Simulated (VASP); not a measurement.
# MoPb (Pm-3m) in VASP: further runs

The runs below take MoPb through relaxation of cell and atoms, single point, with PBE.

Everything below comes from runs of VASP 6.6.1. Logs are shortened: lines on timing, memory, paths and dates and some standing lists are left out, and cuts for length are marked.

**1. The cell of the first run**

Symmetry: Pm-3m, No. 221, cubic system. The conventional cell has a = 3.604 Å, b = 3.604 Å, c = 3.604 Å, α = 90.00°, β = 90.00°, γ = 90.00°. Mo (site symmetry m-3m) has 8 Pb at 3.12 Å and 6 Mo at 3.60 Å within 4.1 Å. Within 4.1 Å of Pb (site symmetry m-3m) lie 8 Mo at 3.12 Å and 6 Pb at 3.60 Å.

**2. Relaxation of cell and atoms, PBE**

File INCAR:

```
SYSTEM = MoPb
ALGO = Normal ; EDIFF = 1E-7
EDIFFG = -0.04 ; ENCUT = 600
GGA = PE ; IBRION = 2
ISIF = 3 ; ISMEAR = 0
LASPH = .True. ; LCHARG = .False.
LREAL = .False. ; LWAVE = .False.
NELM = 80 ; NSW = 90
PREC = Accurate ; SIGMA = 0.1
```

File KPOINTS:

```
k-points
0
Gamma
  6 6 6
  0 0 0
```

File POSCAR:

```
MoPb
1.0
    3.6036517826      0.0000000000      0.0000000000
    0.0000000000      3.6036517826      0.0000000000
    0.0000000000      0.0000000000      3.6036517826
Mo Pb
1 1
Direct
    0.0000000000      0.0000000000      0.0000000000
    0.5000000000      0.5000000000      0.5000000000
```

Potentials or basis: VASP PAW PBE potentials, release 64 (Mo_sv, Pb_d).

Launch:

```
cat potpaw_PBE.64/Mo_sv/POTCAR potpaw_PBE.64/Pb_d/POTCAR > POTCAR
mpirun -np 1 vasp_std > vasp.out
```

OUTCAR:

```text
SYSTEM = MoPb
   EDIFF = 1E-7
   EDIFFG = -0.04
   ENCUT = 600
   GGA = PE
   IBRION = 2
   ISIF = 3
   ISMEAR = 0
   LASPH = .True.
   LREAL = .False.
   NELM = 80
   NSW = 90
   PREC = Accurate

 ion  position               nearest neighbor table
   1  0.000  0.000  0.000-   2 3.12   2 3.12   2 3.12   2 3.12   2 3.12   2 3.12   2 3.12   2 3.12

   2  0.500  0.500  0.500-   1 3.12   1 3.12   1 3.12   1 3.12   1 3.12   1 3.12   1 3.12   1 3.12

  LATTYP: Found a simple cubic cell.
 ALAT       =     3.6036517826

  Lattice vectors:

 A1 = (   3.6036517826,   0.0000000000,   0.0000000000)
 A2 = (   0.0000000000,   3.6036517826,   0.0000000000)
 A3 = (   0.0000000000,   0.0000000000,   3.6036517826)

Analysis of symmetry for initial positions (statically):
=====================================================================
 Subroutine PRICEL returns:
 Original cell was already a primitive cell.

 Routine SETGRP: Setting up the symmetry group for a
 simple cubic supercell.

 Subroutine GETGRP returns: Found 48 space group operations
 (whereof 48 operations were pure point group operations)
 out of a pool of 48 trial point group operations.

The static configuration has the point symmetry O_h .

Analysis of symmetry for dynamics (positions and initial velocities):
=====================================================================
 Subroutine PRICEL returns:
 Original cell was already a primitive cell.

 Routine SETGRP: Setting up the symmetry group for a
 simple cubic supercell.

 Subroutine GETGRP returns: Found 48 space group operations
 (whereof 48 operations were pure point group operations)
 out of a pool of 48 trial point group operations.

The dynamic configuration has the point symmetry O_h .

 Subroutine INISYM returns: Found 48 space group operations
 (whereof 48 operations are pure point group operations),
 and found     1 'primitive' translations

----------------------------------------------------------------------------------------

                                     Primitive cell

  volume of cell :      46.7981

  direct lattice vectors                    reciprocal lattice vectors
     3.603651783  0.000000000  0.000000000     0.277496290  0.000000000  0.000000000
     0.000000000  3.603651783  0.000000000     0.000000000  0.277496290  0.000000000
     0.000000000  0.000000000  3.603651783     0.000000000  0.000000000  0.277496290

  length of vectors
     3.603651783  3.603651783  3.603651783     0.277496290  0.277496290  0.277496290

  position of ions in fractional coordinates (direct lattice)
     0.000000000  0.000000000  0.000000000
     0.500000000  0.500000000  0.500000000

  ion indices of the primitive-cell ions
   primitive index   ion index
                 1           1
                 2           2

----------------------------------------------------------------------------------------

 KPOINTS: k-points

Automatic generation of k-mesh.
 Grid dimensions read from file:
 generate k-points for:    6    6    6

 Generating k-lattice:

  Cartesian coordinates                     Fractional coordinates (reciprocal lattice)
     0.046249382  0.000000000  0.000000000     0.166666667  0.000000000  0.000000000
     0.000000000  0.046249382  0.000000000     0.000000000  0.166666667  0.000000000
     0.000000000  0.000000000  0.046249382     0.000000000  0.000000000  0.166666667

  Length of vectors
     0.046249382  0.046249382  0.046249382

  Shift w.r.t. Gamma in fractional coordinates (k-lattice)
     0.000000000  0.000000000  0.000000000

 Subroutine IBZKPT returns following result:
 ===========================================

 Found     20 irreducible k-points:

 Following reciprocal coordinates:
            Coordinates               Weight
  0.000000  0.000000  0.000000      1.000000
  0.166667  0.000000  0.000000      6.000000
  0.333333  0.000000  0.000000      6.000000
  0.500000  0.000000  0.000000      3.000000
  0.166667  0.166667  0.000000     12.000000
  0.333333  0.166667  0.000000     24.000000
[... 12 lines left out ...]
  0.500000  0.500000  0.333333      6.000000
  0.500000  0.500000  0.500000      1.000000
   k-points           NKPTS =     20   k-points in BZ     NKDIM =     20   number of bands    NBANDS=     18
   number of dos      NEDOS =    301   number of ions     NIONS =      2
   total plane-waves  NPLWV =  27000
   dimension x,y,z NGX =    30 NGY =   30 NGZ =   30
   dimension x,y,z NGXF=    60 NGYF=   60 NGZF=   60
   ions per type =               1   1
   NGX,Y,Z   is equivalent  to a cutoff of  13.84, 13.84, 13.84 a.u.
   NGXF,Y,Z  is equivalent  to a cutoff of  27.68, 27.68, 27.68 a.u.
 SYSTEM =  MoPb
   PREC   = accura    normal or accurate (medium, high low for compatibility)
   ISTART =      0    job   : 0-new  1-cont  2-samecut
   ICHARG =      2    charge: 1-file 2-atom 10-const
   ISPIN  =      1    spin polarized calculation?
   LNONCOLLINEAR =      F non collinear calculations
   LSORBIT =      F    spin-orbit coupling
   LASPH  =      T    aspherical Exc in radial PAW
   ENCUT  =  600.0 eV  44.10 Ry    6.64 a.u.   7.20  7.20  7.20*2*pi/ulx,y,z
   NELM   =     80;   NELMIN=  2; NELMDL= -5     # of ELM steps
   EDIFF  = 0.1E-06   stopping-criterion for ELM
   LREAL  =      F    real-space projection
   EDIFFG = -.4E-01   stopping-criterion for IOM
   NSW    =     90    number of steps for IOM
   IBRION =      2    ionic relax: 0-MD 1-quasi-New 2-CG
   NFREE  =      1    steps in history (QN), initial steepest desc. (CG)
   ISIF   =      3    stress and relaxation
   ISYM   =      2    0-nonsym 1-usesym 2-fastsym
   POTIM  = 0.5000    time-step for ionic-motion
   TEBEG  =    0.0;   TEEND  =   0.0 temperature during run
   PSTRESS=    0.0 pullay stress
   NELECT =      28.0000    total number of electrons
   NUPDOWN=      -1.0000    fix difference up-down
   EMIN   =  10.00;   EMAX   =-10.00  energy-range for DOS
   EFERMI =   0.00;   METHOD = LEGACY
   ISMEAR =     0;   SIGMA  =   0.10  broadening in eV -4-tet -1-fermi 0-gaus
   EFERMI_NEDOS =   21; number of points for ismear=-14 and -15
   IALGO  =     38    algorithm
   IMIX   =      4    mixing-type and parameters
     AMIX     =   0.40;   BMIX     =  1.00
     AMIX_MAG =   1.60;   BMIX_MAG =  1.00
  volume/ion in A,a.u.               =      23.40       157.90
  Fermi-wavevector in a.u.,A,eV,Ry     =   1.379488  2.606855 25.891723  1.902988
  Thomas-Fermi vector in A             =   2.504453
   LORBIT       =      0    0 simple, 1 ext, 2 COOP (PROOUT), +10 PAW based schemes
   GGA     = PE    functional components
   LHFCALC =     F    Hartree Fock is set to
   AEXX    =    0.0000 exact exchange contribution
   IVDW    =     0    specifies the selected vdW correction
   LEPSILON=     F    determine dielectric tensor
   LRPA    =     F    only Hartree local field effects (RPA)
 conjugate gradient relaxation of ions
 non-spin polarized calculation
 Gauss-broadening in eV      SIGMA  =   0.10
  energy-cutoff  :      600.00
  volume of cell :       46.80
 maximum number of plane-waves:      1596
 NGX is ok and might be reduce to    30
   NGX = 15   NGY = 15   NGZ = 15

--------------------------------------- Ionic step        1  -------------------------------------------

 number of electron      28.0000009 magnetization

 Free energy of the ion-electron system (eV)
  ---------------------------------------------------
  ext. energy  EPLUGINS =         0.00000000
  ---------------------------------------------------
  free energy    TOTEN  =       -12.30208185 eV

  energy without entropy =      -12.27112929  energy(sigma->0) =      -12.28660557

 E-fermi :   8.6232     XC(G=0): -11.3497

 val. band max:        8.6188228517   @ k =   0.3333   0.1667   0.1667
 cond. band min:       8.6356105093   @ k =   0.5000   0.3333   0.0000
 fundamental gap:      0.0167876577
 Fermi energy:         8.6231917715

 k-point     1 :       0.0000    0.0000    0.0000
  band No.  band energies     occupation
      1     -52.3319      2.00000
      2     -26.3741      2.00000
      3     -26.3741      2.00000
      4     -26.3741      2.00000
      5      -8.0904      2.00000
      6      -8.0904      2.00000
[... 10 lines left out ...]
     17      10.9944      0.00000
     18      10.9944      0.00000

 k-point     2 :       0.1667    0.0000    0.0000
  band No.  band energies     occupation
      1     -52.3311      2.00000
      2     -26.3896      2.00000
      3     -26.3731      2.00000
      4     -26.3731      2.00000
      5      -8.0854      2.00000
      6      -8.0397      2.00000
[... 10 lines left out ...]
     17      12.0744      0.00000
     18      12.0744      0.00000

 k-point     3 :       0.3333    0.0000    0.0000
  band No.  band energies     occupation
      1     -52.3296      2.00000
      2     -26.4203      2.00000
      3     -26.3709      2.00000
      4     -26.3709      2.00000
      5      -8.0754      2.00000
      6      -7.9387      2.00000
[... 444 lines left out ...]
  FORCE on cell =-STRESS in cart. coord.  units (eV):
  Direction    XX          YY          ZZ          XY          YZ          ZX
  --------------------------------------------------------------------------------------
  -------------------------------------------------------------------------------------
  Total       -0.1595307     -0.1595307     -0.1595307     -0.0000000     -0.0000000      0.0000000
  in kB       -6.4040081     -6.4040081     -6.4040081     -0.0000000     -0.0000000      0.0000000
  external PRESSURE =      -6.4040081 kB  Pullay stress =       0.0000000 kB

 VOLUME and BASIS-vectors are now :
 -----------------------------------------------------------------------------
  energy-cutoff  :      600.00
  volume of cell :       39.91
      direct lattice vectors                 reciprocal lattice vectors
     3.417441023  0.000000000 -0.000000000     0.292616608 -0.000000000  0.000000000
     0.000000000  3.417441023  0.000000000    -0.000000000  0.292616608 -0.000000000
    -0.000000000  0.000000000  3.417441023     0.000000000 -0.000000000  0.292616608

 POSITION                                       TOTAL-FORCE (eV/Angst)
 -----------------------------------------------------------------------------------
      0.00000      0.00000      0.00000        -0.000000     -0.000000      0.000000
      1.70872      1.70872      1.70872         0.000000      0.000000      0.000000
 -----------------------------------------------------------------------------------
    total drift:                                0.000000      0.000000      0.000000

  FREE ENERGIE OF THE ION-ELECTRON SYSTEM (eV)
  ---------------------------------------------------
  free  energy   TOTEN  =       -12.6763630448 eV

  energy  without entropy=      -12.6481152742  energy(sigma->0) =      -12.66223916

--------------------------------------- Ionic step        4  -------------------------------------------

 number of electron      28.0000003 magnetization

 Free energy of the ion-electron system (eV)
  ---------------------------------------------------
  ext. energy  EPLUGINS =         0.00000000
  ---------------------------------------------------
  free energy    TOTEN  =       -12.67674046 eV

  energy without entropy =      -12.64858542  energy(sigma->0) =      -12.66266294

 E-fermi :  10.8312     XC(G=0): -12.2141

 val. band max:       10.8111590479   @ k =   0.3333   0.1667   0.1667
 cond. band min:      10.8621008374   @ k =   0.5000   0.3333   0.0000
 fundamental gap:      0.0509417895
 Fermi energy:        10.8312198938

 k-point     1 :       0.0000    0.0000    0.0000
  band No.  band energies     occupation
      1     -50.0279      2.00000
      2     -24.0869      2.00000
      3     -24.0869      2.00000
      4     -24.0869      2.00000
      5      -6.1938      2.00000
      6      -6.1938      2.00000
[... 10 lines left out ...]
     17      13.5012      0.00000
     18      13.5012      0.00000

 k-point     2 :       0.1667    0.0000    0.0000
  band No.  band energies     occupation
      1     -50.0260      2.00000
      2     -24.1179      2.00000
      3     -24.0849      2.00000
      4     -24.0849      2.00000
      5      -6.1836      2.00000
      6      -6.1109      2.00000
[... 10 lines left out ...]
     17      14.8696      0.00000
     18      14.8696      0.00000

 k-point     3 :       0.3333    0.0000    0.0000
  band No.  band energies     occupation
      1     -50.0224      2.00000
      2     -24.1793      2.00000
      3     -24.0809      2.00000
      4     -24.0809      2.00000
      5      -6.1631      2.00000
      6      -5.9461      2.00000
[... 372 lines left out ...]
  FORCE on cell =-STRESS in cart. coord.  units (eV):
  Direction    XX          YY          ZZ          XY          YZ          ZX
  --------------------------------------------------------------------------------------
  -------------------------------------------------------------------------------------
  Total       -0.0352235     -0.0352235     -0.0352235     -0.0000000      0.0000000     -0.0000000
  in kB       -1.4193866     -1.4193866     -1.4193866     -0.0000000      0.0000000     -0.0000000
  external PRESSURE =      -1.4193866 kB  Pullay stress =       0.0000000 kB

 VOLUME and BASIS-vectors are now :
 -----------------------------------------------------------------------------
  energy-cutoff  :      600.00
  volume of cell :       39.76
      direct lattice vectors                 reciprocal lattice vectors
     3.413088091  0.000000000 -0.000000000     0.292989801 -0.000000000  0.000000000
     0.000000000  3.413088091  0.000000000    -0.000000000  0.292989801 -0.000000000
    -0.000000000  0.000000000  3.413088091     0.000000000 -0.000000000  0.292989801

 POSITION                                       TOTAL-FORCE (eV/Angst)
 -----------------------------------------------------------------------------------
      0.00000      0.00000      0.00000        -0.000000     -0.000000      0.000000
      1.70654      1.70654      1.70654         0.000000      0.000000      0.000000
 -----------------------------------------------------------------------------------
    total drift:                                0.000000      0.000000      0.000000

  FREE ENERGIE OF THE ION-ELECTRON SYSTEM (eV)
  ---------------------------------------------------
  free  energy   TOTEN  =       -12.6767404648 eV

  energy  without entropy=      -12.6485854210  energy(sigma->0) =      -12.66266294

 reached required accuracy - stopping structural energy minimisation
```

Run time: 30 s. Hardware: 1 thread of Intel Xeon 6975P-C (Granite Rapids), shared host; peak memory 0.18 GiB.

Results:

* Free energy: -12.6767 eV
* Relaxed volume: 19.88 Å³/atom
* Relaxed cell: a = 3.413 Å, b = 3.413 Å, c = 3.413 Å, α = 90.00°, β = 90.00°, γ = 90.00°
* Space group after relaxing (to 0.05 Å): Pm-3m (No. 221)
* Energy gained by relaxing: 187.3 meV/atom
* Ionic steps: 4
* Pressure after relaxing: -0.1 GPa
* Band gap on the k mesh: zero (band 14 reaches 12.55 eV, above the bottom of band 15 at 10.42 eV)

The path:
```
step  energy change (eV)  largest force (eV/Å)  pressure (GPa)  volume (Å³)
   1              0.0000                0.0000          -14.36        46.80
   2              0.0879                0.0000           30.09        33.98
   3             -0.3743                0.0000           -0.64        39.91
   4             -0.3747                0.0000           -0.14        39.76
```

Final structure:
```
CELL_PARAMETERS angstrom
3.41309 0.00000 0.00000
0.00000 3.41309 0.00000
0.00000 0.00000 3.41309
ATOMIC_POSITIONS crystal
Mo 0.00000 0.00000 0.00000
Pb 0.50000 0.50000 0.50000
```

Caveat: the volume moved by over 15 % at a fixed basis, so the end points are rough; spin-orbit coupling is left out, which moves the levels of the heavy elements.

[end of part 1 of 2]
